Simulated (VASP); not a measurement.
Here is a VASP 6.6.1 calculation.

The input INCAR:

```
SYSTEM = NbRu
PREC = Accurate
ENCUT = 520
EDIFF = 1E-6
ISMEAR = -1
SIGMA = 0.03
LREAL = .False.
LASPH = .True.
NELM = 60
ALGO = Normal
ISIF = 2
LWAVE = .False.
LCHARG = .True.
GGA = PS
LELF = .True.
LVHAR = .True.
NBANDS = 20
```

File KPOINTS:

```
Automatic mesh
0
Gamma
  11 11 11
  0 0 0
```

The input POSCAR:

```
NbRu
1.0
    3.1203200000      0.0000000000      0.0000000000
    0.0000000000      3.1203200000      0.0000000000
    0.0000000000      0.0000000000      3.1840000000
Nb Ru
1 1
Direct
    0.0000000000      0.0000000000      0.0000000000
    0.5000000000      0.5000000000      0.5000000000
```

Potentials or basis: VASP PAW PBE potentials, release 64 (Nb_sv, Ru_pv).

The run is started by

```sh
$ cat potpaw_PBE.64/Nb_sv/POTCAR potpaw_PBE.64/Ru_pv/POTCAR > POTCAR
$ mpirun -np 1 vasp_std > vasp.out
```

(1) What does it give for the pressure?

## Answers

(1) -0.9 GPa.

Caveat: the cell differs from its parent crystal (equal xx and yy strain of -2 %); the PAW data sets were made with another functional, which shifts forces and pressure a little.
